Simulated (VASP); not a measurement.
# F (C2/m) in VASP: a series of runs, part 2 of 3

VASP 6.6.1.

## Step 3: Single point, PBEsol

INCAR reads:

```
PREC = Accurate
ENCUT = 520
EDIFF = 1E-6
ISMEAR = 0
SIGMA = 0.05
LREAL = F
LASPH = T
NELM = 100
ALGO = Normal
ISIF = 2
LWAVE = F
LCHARG = T
GGA = PS
LELF = T
LVHAR = T
NBANDS = 22
```

KPOINTS reads:

```
Automatic mesh
0
Gamma
  4 4 2
```

POSCAR reads:

```
F
1.0
    3.1227937403     -1.7104513381     -0.2408567931
    3.1227937403      1.7104513381     -0.2408567931
   -2.3733422052      0.0000000000      6.8603448325
F
4
Direct
    0.0848459664      0.0848459664      0.0940038325
    0.9151540336      0.9151540336      0.9059961675
    0.5015719855      0.5015719855      0.5937195244
    0.4984280145      0.4984280145      0.4062804756
```

Potentials or basis: VASP PAW PBE potentials, release 64 (F).

The run is started by

```sh
cat potpaw_PBE.64/F/POTCAR > POTCAR
mpirun -np 1 vasp_std > vasp.out
```

OUTCAR:

```text
PREC = Accurate
   ENCUT = 520
   EDIFF = 1E-6
   ISMEAR = 0
   LREAL = F
   LASPH = T
   NELM = 100
   ISIF = 2
   GGA = PS

 ion  position               nearest neighbor table
   1  0.085  0.085  0.094-   2 1.35
   2  0.915  0.915  0.906-   1 1.35
   3  0.502  0.502  0.594-   4 1.35
   4  0.498  0.498  0.406-   3 1.35

  LATTYP: Found a base centered monoclinic cell.
 ALAT       =     6.2641368884
 B/A-ratio  =     0.5461091827
 C/A-ratio  =     1.1588628859
 COS(beta)  =    -0.3986453280

  Lattice vectors:

 A1 = (   3.1227937403,  -1.7104513381,  -0.2408567931)
 A2 = (   3.1227937403,   1.7104513381,  -0.2408567931)
 A3 = (  -2.3733422052,   0.0000000000,   6.8603448325)

Analysis of symmetry for initial positions (statically):
=====================================================================
 Subroutine PRICEL returns:
 Original cell was already a primitive cell.

 Routine SETGRP: Setting up the symmetry group for a
 base centered monoclinic supercell.

 Subroutine GETGRP returns: Found  4 space group operations
[... 155 lines left out ...]
  free energy    TOTEN  =        -7.65619292 eV

  energy without entropy =       -7.65619292  energy(sigma->0) =       -7.65619292

 E-fermi :  -5.0311     XC(G=0):  -7.0443

 val. band max:       -5.2460332859   @ k =   0.5000   0.5000   0.0000
 cond. band min:      -1.6695037118   @ k =   0.0000   0.0000   0.0000
 fundamental gap:      3.5765295742
 Fermi energy:        -5.0311308213

 k-point     1 :       0.0000    0.0000    0.0000
  band No.  band energies     occupation
      1     -31.3264      2.00000
      2     -31.1740      2.00000
      3     -23.7004      2.00000
      4     -23.3830      2.00000
      5     -12.4278      2.00000
      6     -11.7459      2.00000
[... 339 lines left out ...]
     21       9.6267      0.00000
     22       9.8897      0.00000

------------------------ aborting loop because EDIFF is reached ----------------------------------------

  FORCE on cell =-STRESS in cart. coord.  units (eV):
  Direction    XX          YY          ZZ          XY          YZ          ZX
  --------------------------------------------------------------------------------------
  -------------------------------------------------------------------------------------
  Total        0.8720699     -0.2024565      5.8340757      0.0000000      0.0000000      0.4072774
  in kB       19.5874309     -4.5473450    131.0382972      0.0000000      0.0000000      9.1477955
  external PRESSURE =      48.6927944 kB  Pullay stress =       0.0000000 kB

 VOLUME and BASIS-vectors are now :
 -----------------------------------------------------------------------------
  energy-cutoff  :      520.00
  volume of cell :       71.33
      direct lattice vectors                 reciprocal lattice vectors
     3.122793740 -1.710451338 -0.240856793     0.164502411 -0.292320506  0.056909751
     3.122793740  1.710451338 -0.240856793     0.164502411  0.292320506  0.056909751
    -2.373342205  0.000000000  6.860344833     0.011550884  0.000000000  0.149761306

 POSITION                                       TOTAL-FORCE (eV/Angst)
 -----------------------------------------------------------------------------------
      0.30681      0.00000      0.60403         1.166133      0.000000      2.272391
      3.56544      0.00000      5.77460        -1.166133      0.000000     -2.272391
      1.72351      0.00000      3.83151        -0.812286      0.000000      2.435554
      2.14873      0.00000      2.54712         0.812286      0.000000     -2.435554
 -----------------------------------------------------------------------------------
    total drift:                                0.000000      0.000000     -0.000000

  FREE ENERGIE OF THE ION-ELECTRON SYSTEM (eV)
  ---------------------------------------------------
  free  energy   TOTEN  =        -7.6561929184 eV

  energy  without entropy=       -7.6561929184  energy(sigma->0) =       -7.65619292
```

OSZICAR:

```text
N       E                     dE             d eps       ncg     rms          rms(c)
DAV:   1     0.175799890210E+03    0.17580E+03   -0.15302E+04   632   0.116E+03
DAV:   2    -0.530263310219E+00   -0.17633E+03   -0.16956E+03   848   0.284E+02
DAV:   3    -0.942325343379E+01   -0.88930E+01   -0.88498E+01   712   0.612E+01
DAV:   4    -0.948039104962E+01   -0.57138E-01   -0.57136E-01   670   0.573E+00
DAV:   5    -0.948071837162E+01   -0.32732E-03   -0.32732E-03   700   0.417E-01    0.112E+01
DAV:   6    -0.812340108485E+01    0.13573E+01   -0.52178E-01   652   0.741E+00    0.631E+00
DAV:   7    -0.765839478742E+01    0.46501E+00   -0.68366E-01   622   0.800E+00    0.772E-01
DAV:   8    -0.765603593975E+01    0.23588E-02   -0.86062E-02   628   0.211E+00    0.128E-01
DAV:   9    -0.765610904873E+01   -0.73109E-04   -0.11280E-03   718   0.260E-01    0.699E-02
DAV:  10    -0.765619238269E+01   -0.83334E-04   -0.27503E-04   646   0.143E-01    0.272E-02
DAV:  11    -0.765619351851E+01   -0.11358E-05   -0.26207E-05   682   0.493E-02    0.787E-03
DAV:  12    -0.765619291836E+01    0.60015E-06   -0.60882E-06   658   0.208E-02
   1 F= -.76561929E+01 E0= -.76561929E+01  d E =-.836432E-11
```

stdout:

```text
POSCAR found type information on POSCAR F
 POSCAR found :  1 types and       4 ions
 scaLAPACK will be used
 -----------------------------------------------------------------------------
|                                                                             |
|                                                                             |
|     You enforced a specific xc type in the INCAR file but a different       |
|     I HOPE YOU KNOW WHAT YOU ARE DOING!                                     |
|                                                                             |
 -----------------------------------------------------------------------------

 LDA part: xc-table for (Slater+PW92), standard interpolation
 POSCAR, INCAR and KPOINTS ok, starting setup
 FFT: planning ... GRIDC
 FFT: planning ... GRID_SOFT
 FFT: planning ... GRID
 WAVECAR not read
 entering main loop
```

Run time: 42 s. Hardware: 1 thread of AMD EPYC 7R13, shared host; peak memory 0.15 GiB.

Results:

- Free energy: -7.6562 eV
- Pressure: 4.9 GPa
- Largest force: 2.567 eV/Å
- Band gap on the k mesh: 3.58 eV, indirect (least direct gap 3.69 eV)

Forces on the atoms (eV/Å):
```
F    1.166  0.000  2.272
F   -1.166  0.000 -2.272
F   -0.812  0.000  2.436
F    0.812  0.000 -2.436
```

Caveat: the k points lie up to 0.53 Å⁻¹ apart; the PAW data sets were made with another functional, which shifts forces and pressure a little. A k mesh can miss the band edges.

## Step 4: Single point, PBEsol

This run uses another cell than the first one, of the same volume but with other edges.

INCAR reads:

```
PREC = Accurate ; ENCUT = 520
EDIFF = 1E-6 ; ISMEAR = 0
SIGMA = 0.05 ; LREAL = F
LASPH = T ; NELM = 80
ALGO = Normal ; ISIF = 2
LWAVE = F ; LCHARG = T
GGA = PS ; LELF = T
LVHAR = T ; NBANDS = 22
```

KPOINTS is that of step 3.

POSCAR reads:

```
F
1.0
    2.9920556910     -1.7474209444     -0.2307731469
    2.9920556910      1.7474209444     -0.2307731469
   -2.2414811322      0.0000000000      6.9944972157
F
4
Direct
    0.0848459664      0.0848459664      0.0940038325
    0.9151540336      0.9151540336      0.9059961675
    0.5015719855      0.5015719855      0.5937195244
    0.4984280145      0.4984280145      0.4062804756
```

Potentials or basis: VASP PAW PBE potentials, release 64 (F).

The run is started by

```sh
cat potpaw_PBE.64/F/POTCAR > POTCAR
mpirun -np 1 vasp_std > vasp.out
```

OUTCAR:

```text
PREC = Accurate
   ENCUT = 520
   EDIFF = 1E-6
   ISMEAR = 0
   LREAL = F
   LASPH = T
   NELM = 80
   ISIF = 2
   GGA = PS

 ion  position               nearest neighbor table
   1  0.085  0.085  0.094-   2 1.37
   2  0.915  0.915  0.906-   1 1.37
   3  0.502  0.502  0.594-   4 1.37
   4  0.498  0.498  0.406-   3 1.37

  LATTYP: Found a base centered monoclinic cell.
 ALAT       =     6.0018842053
 B/A-ratio  =     0.5822907889
 C/A-ratio  =     1.2237619863
 COS(beta)  =    -0.3775041882

  Lattice vectors:

 A1 = (   2.9920556910,  -1.7474209444,  -0.2307731469)
 A2 = (   2.9920556910,   1.7474209444,  -0.2307731469)
 A3 = (  -2.2414811322,   0.0000000000,   6.9944972157)

Analysis of symmetry for initial positions (statically):
=====================================================================
 Subroutine PRICEL returns:
 Original cell was already a primitive cell.

 Routine SETGRP: Setting up the symmetry group for a
 base centered monoclinic supercell.

 Subroutine GETGRP returns: Found  4 space group operations
 (whereof  4 operations were pure point group operations)
 out of a pool of  4 trial point group operations.

The static configuration has the point symmetry C_2h.

Analysis of symmetry for dynamics (positions and initial velocities):
=====================================================================
 Subroutine PRICEL returns:
 Original cell was already a primitive cell.

 Routine SETGRP: Setting up the symmetry group for a
 base centered monoclinic supercell.

 Subroutine GETGRP returns: Found  4 space group operations
 (whereof  4 operations were pure point group operations)
 out of a pool of  4 trial point group operations.

[... 106 lines left out ...]
   EMIN   =  10.00;   EMAX   =-10.00  energy-range for DOS
   EFERMI =   0.00;   METHOD = LEGACY
   ISMEAR =     0;   SIGMA  =   0.05  broadening in eV -4-tet -1-fermi 0-gaus
   EFERMI_NEDOS =   21; number of points for ismear=-14 and -15
   IALGO  =     38    algorithm
   IMIX   =      4    mixing-type and parameters
     AMIX     =   0.40;   BMIX     =  1.00
     AMIX_MAG =   1.60;   BMIX_MAG =  1.00
  volume/ion in A,a.u.               =      17.83       120.34
  Fermi-wavevector in a.u.,A,eV,Ry     =   1.198669  2.265156 19.548960  1.436808
  Thomas-Fermi vector in A             =   2.334552
   LORBIT       =      0    0 simple, 1 ext, 2 COOP (PROOUT), +10 PAW based schemes
   GGA     = PS    functional components
   LHFCALC =     F    Hartree Fock is set to
   AEXX    =    0.0000 exact exchange contribution
   IVDW    =     0    specifies the selected vdW correction
   LEPSILON=     F    determine dielectric tensor
   LRPA    =     F    only Hartree local field effects (RPA)
 non-spin polarized calculation
 Gauss-broadening in eV      SIGMA  =   0.05
  energy-cutoff  :      520.00
  volume of cell :       71.33
 maximum number of plane-waves:      1944
 NGX is ok and might be reduce to    28

 number of electron      28.0000002 magnetization

 Free energy of the ion-electron system (eV)
  ---------------------------------------------------
  ext. energy  EPLUGINS =         0.00000000
  ---------------------------------------------------
  free energy    TOTEN  =        -7.72955328 eV

  energy without entropy =       -7.72955328  energy(sigma->0) =       -7.72955328

 E-fermi :  -5.1186     XC(G=0):  -7.0623

 val. band max:       -5.3476443758   @ k =   0.5000   0.5000   0.0000
 cond. band min:      -2.0219277425   @ k =   0.0000   0.0000   0.0000
 fundamental gap:      3.3257166333
 Fermi energy:        -5.1186191420

 k-point     1 :       0.0000    0.0000    0.0000
  band No.  band energies     occupation
      1     -31.0772      2.00000
      2     -30.9092      2.00000
      3     -23.8310      2.00000
      4     -23.5140      2.00000
      5     -12.3782      2.00000
      6     -11.6721      2.00000
[... 339 lines left out ...]
     21       9.6618      0.00000
     22       9.9297      0.00000

------------------------ aborting loop because EDIFF is reached ----------------------------------------

  FORCE on cell =-STRESS in cart. coord.  units (eV):
  Direction    XX          YY          ZZ          XY          YZ          ZX
  --------------------------------------------------------------------------------------
  -------------------------------------------------------------------------------------
  Total        0.4674243     -0.2197384      3.9891809      0.0000000      0.0000000      0.2912693
  in kB       10.4987469     -4.9355121     89.6003920      0.0000000      0.0000000      6.5421570
  external PRESSURE =      31.7212089 kB  Pullay stress =       0.0000000 kB

 VOLUME and BASIS-vectors are now :
 -----------------------------------------------------------------------------
  energy-cutoff  :      520.00
  volume of cell :       71.33
      direct lattice vectors                 reciprocal lattice vectors
     2.992055691 -1.747420944 -0.230773147     0.171344291 -0.286135977  0.054909593
     2.992055691  1.747420944 -0.230773147     0.171344291  0.286135977  0.054909593
    -2.241481132  0.000000000  6.994497216     0.011306506  0.000000000  0.146592855

 POSITION                                       TOTAL-FORCE (eV/Angst)
 -----------------------------------------------------------------------------------
      0.29702      0.00000      0.61835         0.749861      0.000000      1.555429
      3.44561      0.00000      5.91460        -0.749861      0.000000     -1.555429
      1.67065      0.00000      3.92127        -0.514457      0.000000      1.652104
      2.07198      0.00000      2.61168         0.514457      0.000000     -1.652104
 -----------------------------------------------------------------------------------
    total drift:                                0.000000      0.000000     -0.000000

  FREE ENERGIE OF THE ION-ELECTRON SYSTEM (eV)
  ---------------------------------------------------
  free  energy   TOTEN  =        -7.7295532841 eV

  energy  without entropy=       -7.7295532841  energy(sigma->0) =       -7.72955328
```

Wall time 41 s (1 thread of AMD EPYC 7R13, shared host); peak memory 0.16 GiB.

What came out:

```yaml
Free_energy: -7.7296 eV
Pressure: 3.2 GPa
Largest_force: 1.730 eV/Å
Band_gap_on_the_k_mesh: 3.33 eV, indirect (least direct gap 3.43 eV)
```

Forces on the atoms (eV/Å):
```
F    0.750  0.000  1.555
F   -0.750  0.000 -1.555
F   -0.514  0.000  1.652
F    0.514  0.000 -1.652
```

Levels at points of the mesh, in eV from the valence-band top:
```
           k point  band 11  band 12  band 13  band 14  band 15  band 16  band 17  band 18
(0.00, 0.00, 0.00)    -0.36    -0.19    -0.13    -0.10     3.33     4.21     8.61    11.04
(0.50, 0.00, 0.00)    -0.42    -0.34    -0.31    -0.20     3.81     3.90    12.61    12.77
(0.50, 0.50, 0.00)    -0.38    -0.32    -0.22     0.00     3.75     3.89    12.89    13.28
(0.00, 0.00, 0.50)    -0.32    -0.20    -0.19    -0.10     3.70     3.78     9.49     9.51
(0.50, 0.00, 0.50)    -0.54    -0.36    -0.23    -0.08     3.61     4.07    12.53    13.41
(0.50, 0.50, 0.50)    -0.42    -0.30    -0.20    -0.12     3.80     3.90    12.61    12.77
```

Caveat: the k points lie up to 0.53 Å⁻¹ apart; the PAW data sets were made with another functional, which shifts forces and pressure a little.

## Step 5: Single point, PBEsol

This run uses another cell than the first one, of the same volume but with other edges.

INCAR reads:

```
SYSTEM = F
PREC = Accurate
ENCUT = 520
EDIFF = 1E-6
ISMEAR = 0
SIGMA = 0.05
LREAL = .False.
LASPH = .True.
NELM = 60
ALGO = Normal
ISIF = 2
LWAVE = .False.
LCHARG = .True.
GGA = PS
LELF = .True.
LVHAR = .True.
NBANDS = 22
```

KPOINTS reads:

```
regular mesh
0
Gamma
  4 4 2
  0 0 0
```

POSCAR reads:

```
F
1.0
    2.8976630008     -1.7756543739     -0.2234927683
    2.8976630008      1.7756543739     -0.2234927683
   -2.1458162479      0.0000000000      7.0973369091
F
4
Direct
    0.0848459664      0.0848459664      0.0940038325
    0.9151540336      0.9151540336      0.9059961675
    0.5015719855      0.5015719855      0.5937195244
    0.4984280145      0.4984280145      0.4062804756
```

The run is started by

```sh
cat potpaw_PBE.64/F/POTCAR > POTCAR
mpirun -np 1 vasp_std > vasp.out
```

Wall time 43 s (1 thread of AMD EPYC 7R13, shared host); peak memory 0.16 GiB.

It converged, with:

```yaml
Free_energy: -7.7683 eV
Pressure: 1.9 GPa
Largest_force: 1.115 eV/Å
Band_gap_on_the_k_mesh: 3.14 eV, indirect (least direct gap 3.22 eV)
```

Forces in eV/Å, atoms in the order of the input:
```
F    0.463  0.000  1.015
F   -0.463  0.000 -1.015
F   -0.318  0.000  1.067
F    0.318  0.000 -1.067
```

Stress tensor (GPa, compression positive):
```
 0.50  0.00  0.44
 0.00 -0.49  0.00
 0.44  0.00  5.72
```

Levels at points of the mesh, in eV from the valence-band top:
```
           k point  band 12  band 13  band 14  band 15  band 16  band 17
(0.00, 0.00, 0.00)    -0.18    -0.10    -0.08     3.14     4.05     8.69
(0.50, 0.00, 0.00)    -0.32    -0.29    -0.16     3.63     3.73    12.68
(0.50, 0.50, 0.00)    -0.33    -0.23     0.00     3.56     3.74    13.05
(0.00, 0.00, 0.50)    -0.18    -0.15    -0.09     3.52     3.62     9.54
(0.50, 0.00, 0.50)    -0.33    -0.21    -0.06     3.42     3.91    12.58
(0.50, 0.50, 0.50)    -0.30    -0.21    -0.12     3.63     3.73    12.87
```

Caveat: the k points lie up to 0.53 Å⁻¹ apart; the PAW data sets were made with another functional, which shifts forces and pressure a little. A k mesh can miss the band edges.

(Continued in part 3 of 3.)
